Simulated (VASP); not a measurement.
# KCl (I4/mmm) in VASP: a series of runs

Runs on KCl. Level: PBEsol. Tasks: electric field gradients.

Everything below comes from runs of VASP 6.6.1. Logs are shortened: lines on timing, memory, paths and dates and some standing lists are left out, and cuts for length are marked.

### Step 1. The cell of the first run

It takes space group I4/mmm (No. 139, tetragonal). Conventional cell: a = 4.374 Å, b = 4.374 Å, c = 6.312 Å, α = 90.00°, β = 90.00°, γ = 90.00°. Within 4.1 Å of K (site symmetry 4/mmm) lie 6 Cl at 3.09 to 3.16 Å. Within 4.1 Å of Cl (site symmetry 4/mmm) lie 6 K at 3.09 to 3.16 Å.

### Step 2. Electric field gradients, PBEsol (equal xx and yy strain of -2 %)

INCAR reads:

```
SYSTEM = KCl
PREC = Accurate ; ENCUT = 520
EDIFF = 1E-8 ; ISMEAR = -1
SIGMA = 0.03 ; LREAL = .False.
LASPH = .True. ; NELM = 60
ALGO = Normal ; ISIF = 2
LWAVE = .False. ; LCHARG = .False.
GGA = PS ; LEFG = .True.
NBANDS = 15
```

KPOINTS reads:

```
Automatic mesh
0
Gamma
  7 7 7
  0 0 0
```

POSCAR reads:

```
KCl
1.0
    0.0000000000      3.0929780000      3.1561000000
    3.0929780000      0.0000000000      3.1561000000
    3.0929780000      3.0929780000      0.0000000000
K Cl
1 1
Direct
    0.0000000000      0.0000000000      0.0000000000
    0.5000000000      0.5000000000      0.5000000000
```

Potentials or basis: VASP PAW PBE potentials, release 64 (K_sv, Cl).

Launch:

```console
cat potpaw_PBE.64/K_sv/POTCAR potpaw_PBE.64/Cl/POTCAR > POTCAR
mpirun -np 1 vasp_std > vasp.out
```

OUTCAR:

```text
SYSTEM = KCl
   PREC = Accurate
   ENCUT = 520
   EDIFF = 1E-8
   ISMEAR = -1
   LREAL = .False.
   LASPH = .True.
   NELM = 60
   ISIF = 2
   GGA = PS

 ion  position               nearest neighbor table
   1  0.000  0.000  0.000-   2 3.09   2 3.09   2 3.09   2 3.09   2 3.16   2 3.16
   2  0.500  0.500  0.500-   1 3.09   1 3.09   1 3.09   1 3.09   1 3.16   1 3.16

  LATTYP: Found a body centered tetragonal cell.
 ALAT       =     4.3741314357
 C/A-ratio  =     1.4430750636

  Lattice vectors:

 A1 = (  -3.0929780000,   0.0000000000,   3.1561000000)
 A2 = (   3.0929780000,   0.0000000000,   3.1561000000)
 A3 = (   0.0000000000,   3.0929780000,  -3.1561000000)

Analysis of symmetry for initial positions (statically):
=====================================================================
 Subroutine PRICEL returns:
 Original cell was already a primitive cell.

 Routine SETGRP: Setting up the symmetry group for a
 body centered tetragonal supercell.

 Subroutine GETGRP returns: Found 16 space group operations
 (whereof 16 operations were pure point group operations)
 out of a pool of 16 trial point group operations.

The static configuration has the point symmetry D_4h.

Analysis of symmetry for dynamics (positions and initial velocities):
=====================================================================
 Subroutine PRICEL returns:
 Original cell was already a primitive cell.

 Routine SETGRP: Setting up the symmetry group for a
 body centered tetragonal supercell.

 Subroutine GETGRP returns: Found 16 space group operations
 (whereof 16 operations were pure point group operations)
 out of a pool of 16 trial point group operations.

The dynamic configuration has the point symmetry D_4h.

 Subroutine INISYM returns: Found 16 space group operations
 (whereof 16 operations are pure point group operations),
 and found     1 'primitive' translations

----------------------------------------------------------------------------------------

                                     Primitive cell

  volume of cell :      60.3857

  direct lattice vectors                    reciprocal lattice vectors
     0.000000000  3.092978000  3.156100000    -0.161656501  0.161656501  0.158423371
     3.092978000  0.000000000  3.156100000     0.161656501 -0.161656501  0.158423371
     3.092978000  3.092978000  0.000000000     0.161656501  0.161656501 -0.158423371

  length of vectors
     4.418990848  4.418990848  4.374131436     0.278143152  0.278143152  0.278143152

  position of ions in fractional coordinates (direct lattice)
     0.000000000  0.000000000  0.000000000
     0.500000000  0.500000000  0.500000000

  ion indices of the primitive-cell ions
   primitive index   ion index
                 1           1
                 2           2

----------------------------------------------------------------------------------------

 KPOINTS: Automatic mesh

Automatic generation of k-mesh.
 Grid dimensions read from file:
 generate k-points for:    7    7    7

 Generating k-lattice:

  Cartesian coordinates                     Fractional coordinates (reciprocal lattice)
    -0.023093786  0.023093786  0.022631910     0.142857143  0.000000000  0.000000000
     0.023093786 -0.023093786  0.022631910     0.000000000  0.142857143  0.000000000
     0.023093786  0.023093786 -0.022631910     0.000000000  0.000000000  0.142857143

  Length of vectors
     0.039734736  0.039734736  0.039734736

  Shift w.r.t. Gamma in fractional coordinates (k-lattice)
     0.000000000  0.000000000  0.000000000

 Subroutine IBZKPT returns following result:
 ===========================================

 Found     40 irreducible k-points:

 Following reciprocal coordinates:
            Coordinates               Weight
  0.000000  0.000000  0.000000      1.000000
  0.142857 -0.000000  0.000000      8.000000
  0.285714  0.000000  0.000000      8.000000
  0.428571  0.000000  0.000000      8.000000
  0.142857  0.142857  0.000000      2.000000
  0.285714  0.142857  0.000000      8.000000
[... 16 lines left out ...]
  0.428571  0.285714  0.142857      8.000000
 -0.428571  0.285714  0.142857     16.000000
 [... further k-points ...]
   k-points           NKPTS =     40   k-points in BZ     NKDIM =     40   number of bands    NBANDS=     15
   number of dos      NEDOS =    301   number of ions     NIONS =      2
   total plane-waves  NPLWV =  46656
   dimension x,y,z NGX =    36 NGY =   36 NGZ =   36
   dimension x,y,z NGXF=    72 NGYF=   72 NGZF=   72
   ions per type =               1   1
   NGX,Y,Z   is equivalent  to a cutoff of  13.54, 13.54, 13.68 a.u.
   NGXF,Y,Z  is equivalent  to a cutoff of  27.09, 27.09, 27.36 a.u.
 SYSTEM =  KCl
   PREC   = accura    normal or accurate (medium, high low for compatibility)
   ISTART =      0    job   : 0-new  1-cont  2-samecut
   ICHARG =      2    charge: 1-file 2-atom 10-const
   ISPIN  =      1    spin polarized calculation?
   LNONCOLLINEAR =      F non collinear calculations
   LSORBIT =      F    spin-orbit coupling
   LASPH  =      T    aspherical Exc in radial PAW
   ENCUT  =  520.0 eV  38.22 Ry    6.18 a.u.   8.22  8.22  8.13*2*pi/ulx,y,z
   NELM   =     60;   NELMIN=  2; NELMDL= -5     # of ELM steps
   EDIFF  = 0.1E-07   stopping-criterion for ELM
   LREAL  =      F    real-space projection
   EDIFFG = 0.1E-06   stopping-criterion for IOM
   NSW    =      0    number of steps for IOM
   IBRION =     -1    ionic relax: 0-MD 1-quasi-New 2-CG
   NFREE  =      0    steps in history (QN), initial steepest desc. (CG)
   ISIF   =      2    stress and relaxation
   ISYM   =      2    0-nonsym 1-usesym 2-fastsym
   POTIM  = 0.5000    time-step for ionic-motion
   TEBEG  =    0.0;   TEEND  =   0.0 temperature during run
   PSTRESS=    0.0 pullay stress
   NELECT =      16.0000    total number of electrons
   NUPDOWN=      -1.0000    fix difference up-down
   EMIN   =  10.00;   EMAX   =-10.00  energy-range for DOS
   EFERMI =   0.00;   METHOD = LEGACY
   ISMEAR =    -1;   SIGMA  =   0.03  broadening in eV -4-tet -1-fermi 0-gaus
   EFERMI_NEDOS =   21; number of points for ismear=-14 and -15
   IALGO  =     38    algorithm
   IMIX   =      4    mixing-type and parameters
     AMIX     =   0.40;   BMIX     =  1.00
     AMIX_MAG =   1.60;   BMIX_MAG =  1.00
  volume/ion in A,a.u.               =      30.19       203.75
  Fermi-wavevector in a.u.,A,eV,Ry     =   1.051486  1.987020 15.042902  1.105622
  Thomas-Fermi vector in A             =   2.186531
   LORBIT       =      0    0 simple, 1 ext, 2 COOP (PROOUT), +10 PAW based schemes
   GGA     = PS    functional components
   LHFCALC =     F    Hartree Fock is set to
   AEXX    =    0.0000 exact exchange contribution
   IVDW    =     0    specifies the selected vdW correction
   LEPSILON=     F    determine dielectric tensor
   LRPA    =     F    only Hartree local field effects (RPA)
 non-spin polarized calculation
  energy-cutoff  :      520.00
  volume of cell :       60.39
 maximum number of plane-waves:      1647
 NGX is ok and might be reduce to    36
   NGX = 17   NGY = 17   NGZ = 17

 number of electron      16.0000002 magnetization

 Free energy of the ion-electron system (eV)
  ---------------------------------------------------
  ext. energy  EPLUGINS =         0.00000000
  ---------------------------------------------------
  free energy    TOTEN  =        -7.02075053 eV

  energy without entropy =       -7.02075053  energy(sigma->0) =       -7.02075053

 E-fermi :  -1.0782     XC(G=0):  -7.8554

 val. band max:       -1.7745370958   @ k =   0.0000   0.0000   0.0000
 cond. band min:       3.3415203763   @ k =   0.0000   0.0000   0.0000
 fundamental gap:      5.1160574721
 Fermi energy:        -1.0782104739

 k-point     1 :       0.0000    0.0000    0.0000
  band No.  band energies     occupation
      1     -28.7488      2.00000
      2     -13.9088      2.00000
      3     -12.2769      2.00000
      4     -12.2769      2.00000
      5     -12.2757      2.00000
      6      -1.7907      2.00000
      7      -1.7745      2.00000
      8      -1.7745      2.00000
      9       3.3415      0.00000
     10       6.4344      0.00000
     11       6.5715      0.00000
     12       6.5715      0.00000
     13       7.3849      0.00000
     14       7.4783      0.00000
     15      11.0730      0.00000
[... 397 lines left out ...]
 k-point    24 :      -0.4286    0.2857    0.1429
  band No.  band energies     occupation
      1     -28.7340      2.00000
      2     -13.9882      2.00000
      3     -12.3502      2.00000
      4     -12.3248      2.00000
      5     -12.1331      2.00000
      6      -2.6294      2.00000
      7      -2.2049      2.00000
      8      -2.1352      2.00000
      9       5.9430      0.00000
     10       6.3816      0.00000
     11       8.0584      0.00000
     12       8.5752      0.00000
     13       9.1217      0.00000
     14       9.7134      0.00000
     15      10.1772      0.00000

 [... further k-points ...]
[... 5 lines left out ...]
  --------------------------------------------------------------------------------------
  -------------------------------------------------------------------------------------
  Total        0.1786125      0.1786125     -0.1100968      0.0000000      0.0000000      0.0000000
  in kB        4.7390149      4.7390149     -2.9211294      0.0000000      0.0000000      0.0000000
  external PRESSURE =       2.1856334 kB  Pullay stress =       0.0000000 kB

 VOLUME and BASIS-vectors are now :
 -----------------------------------------------------------------------------
  energy-cutoff  :      520.00
  volume of cell :       60.39
      direct lattice vectors                 reciprocal lattice vectors
     0.000000000  3.092978000  3.156100000    -0.161656501  0.161656501  0.158423371
     3.092978000  0.000000000  3.156100000     0.161656501 -0.161656501  0.158423371
     3.092978000  3.092978000  0.000000000     0.161656501  0.161656501 -0.158423371

 POSITION                                       TOTAL-FORCE (eV/Angst)
 -----------------------------------------------------------------------------------
      0.00000      0.00000      0.00000         0.000000      0.000000      0.000000
      3.09298      3.09298      3.15610        -0.000000     -0.000000      0.000000
 -----------------------------------------------------------------------------------
    total drift:                                0.000000      0.000000      0.000000

  FREE ENERGIE OF THE ION-ELECTRON SYSTEM (eV)
  ---------------------------------------------------
  free  energy   TOTEN  =        -7.0207505276 eV

  energy  without entropy=       -7.0207505276  energy(sigma->0) =       -7.02075053

 Electric field gradients (V/A^2)
---------------------------------------------------------------------
 ion       V_xx      V_yy      V_zz      V_xy      V_xz      V_yz
---------------------------------------------------------------------
   1      -1.920    -1.920     3.840    -0.000    -0.000    -0.000
   2      -1.089    -1.089     2.177     0.001     0.000     0.000
---------------------------------------------------------------------

 Electric field gradients after diagonalization (V/A^2)
 (convention: |V_zz| > |V_xx| > |V_yy|)
----------------------------------------------------------------------
 ion       V_xx      V_yy      V_zz     asymmetry (V_yy - V_xx)/ V_zz
----------------------------------------------------------------------
   1      -1.920    -1.920     3.840       0.000
   2      -1.089    -1.088     2.177       0.000
----------------------------------------------------------------------

           NMR quadrupolar parameters

 Cq : quadrupolar parameter    Cq=e*Q*V_zz/h
 eta: asymmetry parameters     (V_yy - V_xx)/ V_zz
 Q  : nuclear electric quadrupole moment in mb (millibarn)
----------------------------------------------------------------------
 ion       Cq(MHz)       eta       Q (mb)
----------------------------------------------------------------------
   1       0.009       0.000       1.000
   2       0.005       0.000       1.000
----------------------------------------------------------------------
```

Run time: 89 s. Hardware: 1 thread of AMD EPYC 7R13, shared host; peak memory 0.18 GiB.

Results:

| Property | Result |
| --- | --- |
| Free energy | -7.0208 eV |
| Pressure | 0.2 GPa |
| Band gap on the k mesh | 5.12 eV, direct |

Electric field gradients, principal values (V/Å²):
```tsv
atom	least	middle	greatest (by size)
1 K	-1.920	-1.920	3.840
2 Cl	-1.088	-1.089	2.177
```

Caveat: the cell differs from its parent crystal (equal xx and yy strain of -2 %); without QUAD_EFG the Cq values of the log hold for a quadrupole moment of 1 mb, not for the nuclei; the PAW data sets were made with another functional, which shifts forces and pressure a little.

(Continued in part 2 of 2.)
